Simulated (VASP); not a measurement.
# Nb (Im-3m) in VASP: notebook

Nb is run at these levels: PBE; tasks: single point.

Everything below comes from runs of VASP 6.6.1. Logs are shortened: lines on timing, memory, paths and dates and some standing lists are left out, and cuts for length are marked.

## (1) The cell of the first run

It takes space group Im-3m (No. 229, cubic). Conventional cell: a = 3.318 Å, b = 3.318 Å, c = 3.318 Å, α = 90.00°, β = 90.00°, γ = 90.00°. Within 3.8 Å of Nb (site symmetry m-3m) lie 14 Nb at 2.87 to 3.32 Å.

## (2) Single point, PBE

Contents of INCAR:

```
SYSTEM = Nb
ALGO     = Normal         ! electronic algorithm
EDIFF    = 1E-7           ! SCF threshold, eV
ENCUT    = 520            ! plane-wave cutoff, eV
GGA      = PE             ! functional
ISIF     = 2              ! what is computed and relaxed
ISMEAR   = 0              ! smearing method
LASPH    = .TRUE.         ! aspherical terms in the spheres
LCHARG   = .TRUE.         ! write CHGCAR
LELF     = .TRUE.         ! ELF
LREAL    = .FALSE.        ! projectors in reciprocal space
LVHAR    = .TRUE.       
LWAVE    = .FALSE.        ! write WAVECAR
NBANDS   = 12             ! bands
NELM     = 60             ! most SCF steps
PREC     = Accurate       ! precision mode
SIGMA    = 0.1            ! smearing width, eV
```

Contents of KPOINTS:

```
k-points
0
G
  8 8 8
  0 0 0
```

Contents of POSCAR:

```
Nb
1.0
   -1.6588161900      1.6588161900      1.6588161900
    1.6588161900     -1.6588161900      1.6588161900
    1.6588161900      1.6588161900     -1.6588161900
Nb
1
Direct
    0.0000000000      0.0000000000      0.0000000000
```

Potentials or basis: VASP PAW PBE potentials, release 64 (Nb_sv).

The run is started by

```console
> cat potpaw_PBE.64/Nb_sv/POTCAR > POTCAR
> mpirun -np 1 vasp_std > vasp.out
```

OUTCAR:

```text
SYSTEM = Nb
   EDIFF = 1E-7
   ENCUT = 520
   GGA = PE
   ISIF = 2
   ISMEAR = 0
   LASPH = .TRUE.
   LREAL = .FALSE.
   NELM = 60
   PREC = Accurate

 ion  position               nearest neighbor table
   1  0.000  0.000  0.000-

  LATTYP: Found a body centered cubic cell.
 ALAT       =     3.3176323800

  Lattice vectors:

 A1 = (  -1.6588161900,   1.6588161900,   1.6588161900)
 A2 = (   1.6588161900,  -1.6588161900,   1.6588161900)
 A3 = (   1.6588161900,   1.6588161900,  -1.6588161900)

Analysis of symmetry for initial positions (statically):
=====================================================================
 Subroutine PRICEL returns:
 Original cell was already a primitive cell.

 Routine SETGRP: Setting up the symmetry group for a
 body centered cubic supercell.

 Subroutine GETGRP returns: Found 48 space group operations
 (whereof 48 operations were pure point group operations)
 out of a pool of 48 trial point group operations.

The static configuration has the point symmetry O_h .

Analysis of symmetry for dynamics (positions and initial velocities):
=====================================================================
 Subroutine PRICEL returns:
 Original cell was already a primitive cell.

 Routine SETGRP: Setting up the symmetry group for a
 body centered cubic supercell.

 Subroutine GETGRP returns: Found 48 space group operations
 (whereof 48 operations were pure point group operations)
 out of a pool of 48 trial point group operations.

The dynamic configuration has the point symmetry O_h .

 Subroutine INISYM returns: Found 48 space group operations
 (whereof 48 operations are pure point group operations),
 and found     1 'primitive' translations

----------------------------------------------------------------------------------------

                                     Primitive cell

  volume of cell :      18.2581

  direct lattice vectors                    reciprocal lattice vectors
    -1.658816190  1.658816190  1.658816190     0.000000000  0.301419773  0.301419773
     1.658816190 -1.658816190  1.658816190     0.301419773  0.000000000  0.301419773
     1.658816190  1.658816190 -1.658816190     0.301419773  0.301419773  0.000000000

  length of vectors
     2.873153921  2.873153921  2.873153921     0.426271931  0.426271931  0.426271931

  position of ions in fractional coordinates (direct lattice)
     0.000000000  0.000000000  0.000000000

  ion indices of the primitive-cell ions
   primitive index   ion index
                 1           1

----------------------------------------------------------------------------------------

 KPOINTS: k-points

Automatic generation of k-mesh.
 Grid dimensions read from file:
 generate k-points for:    8    8    8

 Generating k-lattice:

  Cartesian coordinates                     Fractional coordinates (reciprocal lattice)
     0.000000000  0.037677472  0.037677472     0.125000000  0.000000000  0.000000000
     0.037677472  0.000000000  0.037677472     0.000000000  0.125000000  0.000000000
     0.037677472  0.037677472  0.000000000     0.000000000  0.000000000  0.125000000

  Length of vectors
     0.053283991  0.053283991  0.053283991

  Shift w.r.t. Gamma in fractional coordinates (k-lattice)
     0.000000000  0.000000000  0.000000000

 Subroutine IBZKPT returns following result:
 ===========================================

 Found     29 irreducible k-points:

 Following reciprocal coordinates:
            Coordinates               Weight
  0.000000  0.000000  0.000000      1.000000
  0.125000  0.000000  0.000000     12.000000
  0.250000  0.000000  0.000000     12.000000
  0.375000  0.000000  0.000000     12.000000
  0.500000  0.000000  0.000000      6.000000
  0.125000  0.125000  0.000000     24.000000
[... 16 lines left out ...]
 -0.250000  0.250000  0.250000      6.000000
 -0.375000  0.375000  0.250000     24.000000
 [... further k-points ...]
   k-points           NKPTS =     29   k-points in BZ     NKDIM =     29   number of bands    NBANDS=     12
   number of dos      NEDOS =    301   number of ions     NIONS =      1
   total plane-waves  NPLWV =  13824
   dimension x,y,z NGX =    24 NGY =   24 NGZ =   24
   dimension x,y,z NGXF=    48 NGYF=   48 NGZF=   48
   ions per type =               1
   NGX,Y,Z   is equivalent  to a cutoff of  13.89, 13.89, 13.89 a.u.
   NGXF,Y,Z  is equivalent  to a cutoff of  27.77, 27.77, 27.77 a.u.
 SYSTEM =  Nb
   PREC   = accura    normal or accurate (medium, high low for compatibility)
   ISTART =      0    job   : 0-new  1-cont  2-samecut
   ICHARG =      2    charge: 1-file 2-atom 10-const
   ISPIN  =      1    spin polarized calculation?
   LNONCOLLINEAR =      F non collinear calculations
   LSORBIT =      F    spin-orbit coupling
   LASPH  =      T    aspherical Exc in radial PAW
   ENCUT  =  520.0 eV  38.22 Ry    6.18 a.u.   5.34  5.34  5.34*2*pi/ulx,y,z
   NELM   =     60;   NELMIN=  2; NELMDL= -5     # of ELM steps
   EDIFF  = 0.1E-06   stopping-criterion for ELM
   LREAL  =      F    real-space projection
   EDIFFG = 0.1E-05   stopping-criterion for IOM
   NSW    =      0    number of steps for IOM
   IBRION =     -1    ionic relax: 0-MD 1-quasi-New 2-CG
   NFREE  =      0    steps in history (QN), initial steepest desc. (CG)
   ISIF   =      2    stress and relaxation
   ISYM   =      2    0-nonsym 1-usesym 2-fastsym
   POTIM  = 0.5000    time-step for ionic-motion
   TEBEG  =    0.0;   TEEND  =   0.0 temperature during run
   PSTRESS=    0.0 pullay stress
   NELECT =      13.0000    total number of electrons
   NUPDOWN=      -1.0000    fix difference up-down
   EMIN   =  10.00;   EMAX   =-10.00  energy-range for DOS
   EFERMI =   0.00;   METHOD = LEGACY
   ISMEAR =     0;   SIGMA  =   0.10  broadening in eV -4-tet -1-fermi 0-gaus
   EFERMI_NEDOS =   21; number of points for ismear=-14 and -15
   IALGO  =     38    algorithm
   IMIX   =      4    mixing-type and parameters
     AMIX     =   0.40;   BMIX     =  1.00
     AMIX_MAG =   1.60;   BMIX_MAG =  1.00
  volume/ion in A,a.u.               =      18.26       123.21
  Fermi-wavevector in a.u.,A,eV,Ry     =   1.461855  2.762506 29.075930  2.137021
  Thomas-Fermi vector in A             =   2.578137
   LORBIT       =      0    0 simple, 1 ext, 2 COOP (PROOUT), +10 PAW based schemes
   GGA     = PE    functional components
   LHFCALC =     F    Hartree Fock is set to
   AEXX    =    0.0000 exact exchange contribution
   IVDW    =     0    specifies the selected vdW correction
   LEPSILON=     F    determine dielectric tensor
   LRPA    =     F    only Hartree local field effects (RPA)
 non-spin polarized calculation
 Gauss-broadening in eV      SIGMA  =   0.10
  energy-cutoff  :      520.00
  volume of cell :       18.26
 maximum number of plane-waves:       531
 NGX is ok and might be reduce to    24
   NGX = 11   NGY = 11   NGZ = 11

 number of electron      12.9999999 magnetization

 Free energy of the ion-electron system (eV)
  ---------------------------------------------------
  ext. energy  EPLUGINS =         0.00000000
  ---------------------------------------------------
  free energy    TOTEN  =       -10.24549868 eV

  energy without entropy =      -10.23886003  energy(sigma->0) =      -10.24217936

 E-fermi :  10.8507     XC(G=0): -12.4341

 val. band max:       10.7892114355   @ k =  -0.2500   0.2500   0.1250
 cond. band min:      10.8795488769   @ k =   0.2500   0.0000   0.0000
 fundamental gap:      0.0903374414
 Fermi energy:        10.8507472774

 k-point     1 :       0.0000    0.0000    0.0000
  band No.  band energies     occupation
      1     -43.4256      2.00000
      2     -18.7492      2.00000
      3     -18.7492      2.00000
      4     -18.7492      2.00000
      5       5.0670      2.00000
      6      11.3440      0.00000
      7      11.3440      0.00000
      8      11.3440      0.00000
      9      14.2091      0.00000
     10      14.2091      0.00000
     11      25.1720      0.00000
     12      25.1720      0.00000

 k-point     2 :       0.1250    0.0000    0.0000
  band No.  band energies     occupation
      1     -43.3923      2.00000
      2     -18.9520      2.00000
      3     -18.8112      2.00000
      4     -18.7507      2.00000
      5       5.6772      2.00000
      6      10.9825      0.06244
      7      11.2191      0.00000
      8      11.9429      0.00000
      9      13.7675      0.00000
     10      14.2206      0.00000
     11      25.5964      0.00000
     12      26.2394      0.00000

 k-point     3 :       0.2500    0.0000    0.0000
  band No.  band energies     occupation
      1     -43.3109      2.00000
      2     -19.4220      2.00000
      3     -18.9581      2.00000
      4     -18.7547      2.00000
      5       6.9944      2.00000
      6      10.2301      2.00000
      7      10.8795      0.68378
      8      13.6175      0.00000
      9      13.7005      0.00000
     10      14.3588      0.00000
     11      25.2744      0.00000
     12      26.7624      0.00000

 k-point     4 :       0.3750    0.0000    0.0000
  band No.  band energies     occupation
      1     -43.2282      2.00000
      2     -19.8681      2.00000
      3     -19.1012      2.00000
      4     -18.7590      2.00000
      5       7.4417      2.00000
      6       9.5963      2.00000
      7      11.9095      0.00000
      8      14.1619      0.00000
      9      14.6859      0.00000
     10      15.8863      0.00000
     11      23.4573      0.00000
     12      24.2690      0.00000

 k-point     5 :       0.5000    0.0000    0.0000
  band No.  band energies     occupation
      1     -43.1935      2.00000
      2     -20.0468      2.00000
      3     -19.1594      2.00000
      4     -18.7608      2.00000
      5       7.3158      2.00000
      6       9.3591      2.00000
      7      13.2038      0.00000
      8      14.2300      0.00000
      9      14.9005      0.00000
     10      17.2310      0.00000
     11      22.5688      0.00000
     12      22.8023      0.00000
[... 228 lines left out ...]
      1     -43.1327      2.00000
      2     -19.6855      2.00000
      3     -19.6855      2.00000
      4     -18.9966      2.00000
      5       9.4192      2.00000
      6       9.4192      2.00000
      7       9.7351      2.00000
      8      14.7168      0.00000
      9      14.7168      0.00000
     10      21.2788      0.00000
     11      22.0074      0.00000
     12      22.0074      0.00000

 k-point    22 :       0.2500    0.2500    0.2500
  band No.  band energies     occupation
      1     -43.1755      2.00000
      2     -19.4071      2.00000
      3     -19.4071      2.00000
      4     -19.4071      2.00000
      5       9.8938      2.00000
      6       9.8938      2.00000
      7       9.8938      2.00000
      8      15.0300      0.00000
      9      15.0300      0.00000
     10      20.2398      0.00000
     11      22.7534      0.00000
     12      22.7534      0.00000

 k-point    23 :      -0.2500    0.2500    0.2500
  band No.  band energies     occupation
      1     -43.2128      2.00000
      2     -19.4482      2.00000
      3     -19.1859      2.00000
      4     -19.1859      2.00000
      5       8.4756      2.00000
      6       9.9440      2.00000
      7      11.9295      0.00000
      8      11.9295      0.00000
      9      13.4569      0.00000
     10      15.6255      0.00000
     11      25.5256      0.00000
     12      28.9004      0.00000

 k-point    24 :      -0.3750    0.3750    0.2500
  band No.  band energies     occupation
      1     -43.1423      2.00000
      2     -19.7124      2.00000
      3     -19.3414      2.00000
      4     -19.2256      2.00000
      5       8.6440      2.00000
      6       9.1520      2.00000
      7      11.9300      0.00000
      8      12.6707      0.00000
      9      15.3739      0.00000
     10      16.7005      0.00000
     11      24.5870      0.00000
     12      26.4208      0.00000

 [... further k-points ...]
[... 5 lines left out ...]
  --------------------------------------------------------------------------------------
  -------------------------------------------------------------------------------------
  Total       -0.1223454     -0.1223454     -0.1223454     -0.0000000     -0.0000000     -0.0000000
  in kB      -10.7360234    -10.7360234    -10.7360234     -0.0000000     -0.0000000     -0.0000000
  external PRESSURE =     -10.7360234 kB  Pullay stress =       0.0000000 kB

 VOLUME and BASIS-vectors are now :
 -----------------------------------------------------------------------------
  energy-cutoff  :      520.00
  volume of cell :       18.26
      direct lattice vectors                 reciprocal lattice vectors
    -1.658816190  1.658816190  1.658816190     0.000000000  0.301419773  0.301419773
     1.658816190 -1.658816190  1.658816190     0.301419773  0.000000000  0.301419773
     1.658816190  1.658816190 -1.658816190     0.301419773  0.301419773  0.000000000

 POSITION                                       TOTAL-FORCE (eV/Angst)
 -----------------------------------------------------------------------------------
      0.00000      0.00000      0.00000        -0.000000      0.000000      0.000000
 -----------------------------------------------------------------------------------
    total drift:                                0.000000      0.000000     -0.000000

  FREE ENERGIE OF THE ION-ELECTRON SYSTEM (eV)
  ---------------------------------------------------
  free  energy   TOTEN  =       -10.2454986845 eV

  energy  without entropy=      -10.2388600323  energy(sigma->0) =      -10.24217936
```

Run time: 5.1 s. Hardware: 1 thread of Intel Xeon Platinum 8375C at 2.90GHz (Ice Lake), shared host; peak memory 0.14 GiB.

What came out:

```
Free energy : -10.2455 eV
Pressure    : -1.1 GPa
```

## (3) Single point, PBE

This run uses another cell than the first one, of 18.15 Å³/atom, 0.994 times its volume.

Contents of INCAR:

```
PREC = Accurate
ENCUT = 520
EDIFF = 1E-7
ISMEAR = 0
SIGMA = 0.1
LREAL = False
LASPH = True
NELM = 80
ALGO = Normal
ISIF = 2
LWAVE = False
LCHARG = False
GGA = PE
NBANDS = 12
```

Contents of KPOINTS:

```
regular mesh
0
Gamma
  18 18 18
```

Contents of POSCAR:

```
Nb
1.0
   -1.6556196589      1.6556196589      1.6556196589
    1.6556196589     -1.6556196589      1.6556196589
    1.6556196589      1.6556196589     -1.6556196589
Nb
1
Direct
    0.0000000000      0.0000000000      0.0000000000
```

Potentials or basis: VASP PAW PBE potentials, release 64 (Nb_sv).

The run is started by

```console
> cat potpaw_PBE.64/Nb_sv/POTCAR > POTCAR
> mpirun -np 1 vasp_std > vasp.out
```

It took 22 s on 1 thread of Intel Xeon Platinum 8375C at 2.90GHz (Ice Lake), shared host; peak memory 0.17 GiB.

It converged, with:

```
Free energy : -10.2198 eV
Pressure    : -0.3 GPa
```

Levels at points of the mesh, in eV from the Fermi level:
```
           k point  band 4  band 5  band 6  band 7  band 8  band 9
(0.00, 0.00, 0.00)  -29.68   -5.91    0.39    0.39    0.39    3.27
(0.50, 0.00, 0.00)  -29.69   -3.67   -1.62    2.26    3.30    3.97
(0.50, 0.50, 0.50)  -30.58   -3.66   -3.66    5.57    5.57    5.57
```
